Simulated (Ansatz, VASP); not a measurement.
# One calculation of Ti2HC, two programs

INCAR

```
PREC     = Accurate       # precision mode
ENCUT    = 520            # plane-wave cutoff, eV
EDIFF    = 1E-6           # SCF threshold, eV
ISMEAR   = 0              # smearing method
SIGMA    = 0.05           # smearing width, eV
LREAL    = F              # projectors in reciprocal space
LASPH    = T              # aspherical terms in the spheres
NELM     = 80             # most SCF steps
ALGO     = Normal         # electronic algorithm
ISIF     = 2              # what is computed and relaxed
LWAVE    = F              # write WAVECAR
LCHARG   = F              # write CHGCAR
GGA      = CA             # functional
NBANDS   = 22             # bands
```

File KPOINTS:

```
Automatic mesh
0
Gamma
  12 12 12
```

File POSCAR:

```
Ti2HC
1.0
   -1.5482797468      2.6816991858      0.0000000000
   -3.0965594936      0.0000000000      0.0000000000
   -1.5482797468      0.8938997286      4.7948803090
Ti H C
2 1 1
Direct
    0.2439459500      0.2439459500      0.2681621500
    0.7560540500      0.7560540500      0.7318378500
    0.0000000000      0.0000000000      0.0000000000
    0.5000000000      0.5000000000      0.5000000000
```

Input for Ansatz:

```yaml
crystal:
  lattice:
    - [-1.5482797468, 2.6816991858, 0.0]
    - [-3.0965594936, 0.0, 0.0]
    - [-1.5482797468, 0.8938997286, 4.794880309]
  atoms:
    - { symbol: Ti, position: [0.24394595, 0.24394595, 0.26816215] }
    - { symbol: Ti, position: [0.75605405, 0.75605405, 0.73183785] }
    - { symbol: H, position: [0.0, 0.0, 0.0] }
    - { symbol: C, position: [0.5, 0.5, 0.5] }
basis:
  ecutwfc: 420
  fft_grid_basis: typed
kpoints:
  mp_grid: { grid: [12, 12, 12] }
hamiltonian:
  xc: lda
  pseudopotentials: { kind: paw }
scf:
  occupations: { method: gaussian, width: 0.05 }
output:
  forces: true
  stress: true
  eigenvalues: true
  bader: true
  write_density: true
  volumetric_format: npy
  elf: true
```

Alike in both runs: task single point; functional LDA; k mesh 12 × 12 × 12; occupations gaussian, width 0.05 eV; no spin polarisation.

|  | VASP | Ansatz |
| --- | --- | --- |
| version | VASP 6.6.1 | Ansatz 0.2.0 |
| potentials or method | VASP PAW LDA potentials, release 64 (Ti_sv, H, C), cutoff 520 eV | scalar-relativistic, plane waves, PAW |
| valence electrons in the cell | 29 | 29 |

```csv
,VASP,Ansatz,Ansatz less VASP
gap on the k mesh at the Fermi level (eV),none,none,-
pressure (GPa),-9.4,-9.8,-0.45
"traceless stress, the component that is largest in VASP (GPa)",0.16,0.21,+0.056
rms of the force components (eV/Å),0.148,0.166,+0.0181
```

LDA's correlation is that of Perdew and Zunger in VASP and of Perdew and Wang (1992) in Ansatz. Atom by atom the forces differ by 0.018 eV/Å (rms over components). A gap of «none» marks a metal or a gap that the smearing closes.
